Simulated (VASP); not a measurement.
Li: relaxation of cell and atoms with LDA

Li:

```
Li
1.0
    -1.75465    1.75465    1.75465
     1.75465   -1.75465    1.75465
     1.75465    1.75465   -1.75465
Li
1
Direct
  0.00000 0.00000 0.00000
```

```json
{
 "Program": "VASP 6.6.1",
 "Task": "relaxation of cell and atoms",
 "Functional": "LDA",
 "Potentials or basis": "VASP PAW LDA potentials, release 64 (Li_sv)",
 "Cutoff": "600 eV",
 "k mesh": "8 × 8 × 8",
 "Occupations": "gaussian, width 0.05 eV",
 "Spin": "no spin polarisation",
 "Dipole correction": "no",
 "Further INCAR settings": "ALGO = Normal; EDIFF = 1e-07; IBRION = 2; EDIFFG = -0.01; NSW = 80; ISIF = 3"
}
```

```json
{
 "Relaxed volume": "18.78 Å³/atom",
 "Relaxed cell": "a = 2.900 Å, b = 2.900 Å, c = 2.900 Å, α = 109.47°, β = 109.47°, γ = 109.47°",
 "Space group after relaxing (to 0.1 Å)": "Im-3m (No. 229)",
 "Energy gained by relaxing": "15.6 meV/atom",
 "Ionic steps": "4",
 "Pressure after relaxing": "0.0 GPa",
 "Band gap on the k mesh": "zero (an odd number of electrons rules out a gap without spin polarisation)"
}
```

Step by step:
```csv
step,energy change (eV),largest force (eV/Å),pressure (GPa),volume (Å³)
1,0.0000,0.0000,-1.62,21.61
2,-0.0063,0.0000,-1.32,20.93
3,-0.0150,0.0000,-0.39,19.36
4,-0.0156,0.0000,0.05,18.78
```

Final structure:
```yaml
crystal:
  lattice:
    - [-1.67454, 1.67454, 1.67454]
    - [1.67454, -1.67454, 1.67454]
    - [1.67454, 1.67454, -1.67454]
  atoms:
    - { symbol: Li, position: [0.00000, 0.00000, 0.00000] }
```

Levels at points of the mesh, in eV from the Fermi level:
| k point | band 1 | band 2 | band 3 | band 4 | band 5 |
| --- | --- | --- | --- | --- | --- |
| (0.00, 0.00, 0.00) | -45.55 | -3.64 | 15.09 | 15.09 | 15.09 |
| (0.50, 0.00, 0.00) | -45.52 | 0.16 | 3.51 | 10.69 | 12.28 |
| (0.50, 0.50, 0.50) | -45.50 | 5.66 | 5.66 | 5.66 | 8.14 |

Wall time 8.9 s on 1 thread of Intel Xeon 8259CL, with other jobs on the host, peak memory 0.12 GiB.

Caveat: the cutoff is under 1.25 times the usual one of these potentials, so pressure, stress and relaxed cells hold a basis-set (Pulay) error. Zero-point motion and thermal expansion aren't in these numbers.
